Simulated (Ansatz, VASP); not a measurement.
One calculation of C, two programs

The input INCAR:

```
SYSTEM = C
ALGO     = Normal         ! electronic algorithm
EDIFF    = 1E-6           ! SCF threshold, eV
ENCUT    = 520            ! plane-wave cutoff, eV
GGA      = PE             ! functional
ISIF     = 2              ! what is computed and relaxed
ISMEAR   = 0              ! smearing method
LASPH    = .True.         ! aspherical terms in the spheres
LCHARG   = .True.         ! write CHGCAR
LELF     = .True.         ! ELF
LREAL    = .False.        ! projectors in reciprocal space
LVHAR    = .True.       
LWAVE    = .False.        ! write WAVECAR
NBANDS   = 11             ! bands
NELM     = 80             ! most SCF steps
PREC     = Accurate       ! precision mode
SIGMA    = 0.05           ! smearing width, eV
```

KPOINTS

```
k-points
0
Gamma
  12 12 12
  0 0 0
```

File POSCAR:

```
C
1.0
    0.0000000000      1.9666595955      1.6920862354
    1.6987831466      0.0000000000      1.6920862354
    1.6987831466      1.9666595955      0.0000000000
C
2
Direct
    0.5000000000      0.5000000000      0.5000000000
    0.7500000000      0.7500000000      0.7500000000
```

Input for Ansatz:

```yaml
crystal:
  lattice:
    - [0.0, 1.9666595955, 1.6920862354]
    - [1.6987831466, 0.0, 1.6920862354]
    - [1.6987831466, 1.9666595955, 0.0]
  atoms:
    - { symbol: C, position: [0.5, 0.5, 0.5] }
    - { symbol: C, position: [0.75, 0.75, 0.75] }
basis:
  ecutwfc: 520.0
kpoints:
  mp_grid: { grid: [12, 12, 12] }
hamiltonian:
  xc: pbe
  pseudopotentials: { kind: paw, azcp: { folder: soft_1 } }
scf:
  occupations: { method: gaussian, width: 0.05 }
output:
  forces: true
  stress: true
  eigenvalues: true
```

Change from the starting cell: strain +e along x and -e along y -0.0750, strain +e along z and -e/2 along x and y -0.0525.

Alike in both runs: task single point; functional PBE; k mesh 12 × 12 × 12; occupations gaussian, width 0.05 eV; no spin polarisation.

|  | VASP | Ansatz |
| --- | --- | --- |
| version | VASP 6.6.1 | Ansatz 0.2.0 |
| potentials or method | VASP PAW PBE potentials, release 64 (C), cutoff 520 eV | scalar-relativistic, plane waves, PAW |
| valence electrons in the cell | 8 | 8 |

VASP gave:

| Property | Result |
| --- | --- |
| gap on the k mesh at the Fermi level (eV) | 2.24 |
| least direct gap on the mesh (eV) | 4.27 |
| pressure (GPa) | 4.7 |
| traceless stress, the component that is largest in VASP (GPa) | -105.46 |

**Question.** Which values does Ansatz return?

**Answer.** gap on the k mesh at the Fermi level (eV): 2.25; least direct gap on the mesh (eV): 4.28; pressure (GPa): 4.1; traceless stress, the component that is largest in VASP (GPa): -105.47.
